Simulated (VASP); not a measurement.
Zn: single point with LDA

The system is Zn.

```
Zn
1.0
    -1.56119    1.56119    1.56904
     1.56119   -1.56119    1.56904
     1.57688    1.57688   -1.56904
Zn
1
Cartesian
  0.0000 0.0000 0.0000
```

This cell differs from its parent crystal: strain +0.0100 x Voigt [0, 0, 0, 0, 0, 1].

| Property | Result |
| --- | --- |
| Program | VASP 6.6.1 |
| Task | single point |
| Functional | LDA |
| Potentials or basis | VASP PAW LDA potentials, release 64 (Zn) |
| Cutoff | 520 eV |
| k mesh | 22 × 22 × 22 |
| Occupations | gaussian, width 0.15 eV |
| Spin | no spin polarisation |
| Dipole correction | no |
| Further INCAR settings | ALGO = Fast; EDIFF = 1e-06; NBANDS = 12 |

```yaml
Pressure: -7.9 GPa
Band_gap_on_the_k_mesh: zero (bands 6 and 7 overlap by 5.25 eV)
```

Stress tensor (GPa, compression positive):
```
-7.86  0.10  0.00
 0.10 -7.86  0.00
 0.00  0.00 -7.86
```

Levels at points of the mesh, in eV from the Fermi level:
| k point | band 4 | band 5 | band 6 | band 7 | band 8 | band 9 |
| --- | --- | --- | --- | --- | --- | --- |
| (0.00, 0.00, 0.00) | -7.82 | -7.33 | -7.33 | 18.55 | 18.72 | 18.86 |
| (0.50, 0.00, 0.00) | -7.30 | -7.00 | -2.63 | -1.06 | 11.11 | 12.65 |
| (0.50, 0.50, 0.00) | -7.31 | -6.99 | -2.57 | -0.96 | 11.02 | 12.58 |
| (0.00, 0.00, 0.50) | -7.29 | -7.01 | -2.68 | -1.17 | 11.22 | 12.70 |
| (0.50, 0.50, 0.50) | -7.08 | -7.07 | 4.08 | 4.12 | 4.16 | 7.26 |

Wall time 99 s on 1 thread of AMD EPYC 9R45 96-Core Processor (Zen 5) (shared host), peak memory 0.32 GiB.

Caveat: the cell differs from its parent crystal (strain +0.0100 x Voigt [0, 0, 0, 0, 0, 1]); the cell stands under tension.
